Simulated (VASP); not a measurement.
Runs of VASP 6.6.1 on PbOF. The structure is that of space group P3m1 (No. 156), or close to it. The cells are those of the table. 

```tsv
cell	k mesh	gap on the mesh (eV)	largest force (eV/Å)
a = 3.720, b = 3.720, c = 27.829 Å, angles 90.0, 90.0, 120.0°, 3 atoms	6 × 6 × 1	none	(a)
a = 3.720, b = 3.720, c = 27.829 Å, angles 90.0, 90.0, 120.0°, 3 atoms	12 × 12 × 1	none	0.05
a = 3.721, b = 3.721, c = 27.829 Å, angles 90.0, 90.0, 120.0°, 3 atoms	12 × 12 × 1	none	0.01
a = 3.061, b = 3.061, c = 17.000 Å, angles 90.0, 90.0, 120.0°, 3 atoms	6 × 6 × 1	none	8.51
```

Alike in all rows: task single point; level PBE; potentials or basis VASP PAW PBE potentials, release 64 (Pb_d, O, F); no spin polarisation; cutoff (eV) 520; smearing gaussian 0.1 eV.

Task: Fill in the values left out.

Result: (a) 0.02.

Caveats: some runs use coarse meshes; spin-orbit coupling is left out, which moves the levels of the heavy elements; an odd number of electrons without spin polarisation forces a metal; a magnetic or distorted state may lie lower.

A k mesh can miss the band edges, and the runs leave out spin-orbit coupling on Pb.

A gap of «none» marks levels without a gap at the run's occupations.
